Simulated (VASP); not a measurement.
Runs of VASP 6.6.1 on Zn. The structure is that of space group Pm-3m (No. 221), or close to it. The cells are those of the table. This isn't the form of Zn at room conditions, which is hcp.

| task | cell | k mesh | cutoff (eV) | gap on the mesh (eV) | pressure (GPa) | relaxed volume (Å³/atom) |
| --- | --- | --- | --- | --- | --- | --- |
| relaxation of cell and atoms | relaxed from a = 2.514 Å, 1 atom | 6 × 6 × 6 | 600 | none | -0.3 | 17.68 |
| single point | a = 2.514 Å, 1 atom | 8 × 8 × 8 | 520 | none | 5.6 | - |
| relaxation of cell and atoms | relaxed from a = 2.598 Å, 1 atom | 22 × 22 × 22 | 600 | none | -0.1 | (b) |
| single point | a = 2.565 Å, 1 atom | 22 × 22 × 22 | 520 | none | (a) | - |
| single point | a = 2.598 Å, 1 atom | 6 × 6 × 6 | 520 | none | 0.3 | - |

Alike in all rows: level PBEsol; potentials or basis VASP PAW PBE potentials, release 64 (Zn); no spin polarisation; smearing gaussian 0.1 eV.

**Question.** Estimate the missing entries.

**Answer.** (a) 0.4; (b) 16.95.

Caveats: some runs use coarse meshes; the PAW data sets were made with another functional, which shifts forces and pressure a little; the cell stands under pressure (at least some runs).

A gap of «none» marks levels without a gap at the run's occupations.
